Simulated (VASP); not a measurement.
Here is a VASP 6.6.1 calculation.

INCAR

```
PREC = Accurate
ENCUT = 520
EDIFF = 1E-6
ISMEAR = 0
SIGMA = 0.1
LREAL = False
LASPH = True
NELM = 100
ALGO = Normal
ISIF = 2
LWAVE = False
LCHARG = False
GGA = PE
NBANDS = 26
```

File KPOINTS:

```
regular mesh
0
Gamma
  18 18 18
```

Contents of POSCAR:

```
Nb
1.0
    1.4318543230      0.8266814788      7.8856085206
   -1.4318543230      0.8266814788      7.8856085206
    0.0000000000     -1.6533629576      7.8856085206
Nb
3
Direct
    0.0000000000      0.0000000000      0.0000000000
    0.2222696607      0.2222696607      0.2222696607
    0.7777303393      0.7777303393      0.7777303393
```

Potentials or basis: VASP PAW PBE potentials, release 64 (Nb_sv).

The run is started by

```sh
$ cat potpaw_PBE.64/Nb_sv/POTCAR > POTCAR
$ mpirun -np 1 vasp_std > vasp.out
```

Task: What does it give for the pressure?

Result: -0.3 GPa.
